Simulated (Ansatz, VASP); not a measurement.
**AlN: VASP beside Ansatz**

File INCAR:

```
ALGO = Normal
EDIFF = 1E-7
ENCUT = 520
GGA = PE
ISIF = 2
ISMEAR = -1
LASPH = True
LCHARG = False
LREAL = False
LWAVE = False
NBANDS = 11
NELM = 100
PREC = Accurate
SIGMA = 0.02
```

File KPOINTS:

```
k-points
0
Gamma
  10 10 10
```

The input POSCAR:

```
AlN
1.0
    0.0153903006      2.0140700682      2.0140700682
    2.0140700682      0.0153903006      2.0140700682
    2.0140700682      2.0140700682      0.0153903006
Al N
1 1
Direct
    0.0000000000      0.0000000000      0.0000000000
    0.5000000000      0.5000000000      0.5000000000
```

Input for Ansatz:

```yaml
crystal:
  lattice:
    - [0.0153903006, 2.0140700682, 2.0140700682]
    - [2.0140700682, 0.0153903006, 2.0140700682]
    - [2.0140700682, 2.0140700682, 0.0153903006]
  atoms:
    - { symbol: Al, position: [0.0, 0.0, 0.0] }
    - { symbol: "N", position: [0.5, 0.5, 0.5] }
kpoints:
  mp_grid: { grid: [10, 10, 10] }
  band_path:
    path:
      - [0.0, 0.0, 0.0]
      - [0.5, 0.0, 0.5]
      - [0.625, 0.25, 0.625]
      - [0.375, 0.375, 0.75]
      - [0.5, 0.5, 0.5]
      - [0.5, 0.25, 0.75]
      - [0.0, 0.5, 0.5]
    npoints: 1
hamiltonian:
  xc: pbe
scf:
  occupations: { method: fermi_dirac, width: 0.02 }
  n_extra_bands: 4
output:
  forces: true
  stress: true
  eigenvalues: true
```

Change from the starting cell: epitaxial_111 strain -1.0%.

Alike in both runs: task single point; functional PBE; k mesh 10 × 10 × 10; occupations fermi-dirac, width 0.02 eV; no spin polarisation.

|  | VASP | Ansatz |
| --- | --- | --- |
| version | VASP 6.6.1 | Ansatz 0.2.0 |
| potentials or method | VASP PAW PBE potentials, release 64 (Al, N) | plane waves, PAW |
| plane-wave cutoff (eV) | 520 | 420 |
| valence electrons in the cell | 8 | 8 |

```csv
,VASP,Ansatz,Ansatz less VASP
gap on the k mesh at the Fermi level (eV),4.74,4.76,+0.021
pressure (GPa),11.5,11.8,+0.31
"traceless stress, the component that is largest in VASP (GPa)",-2.51,-2.51,+0.001
```

The functional is the same, so the differences come from potentials, cutoffs and numerics.
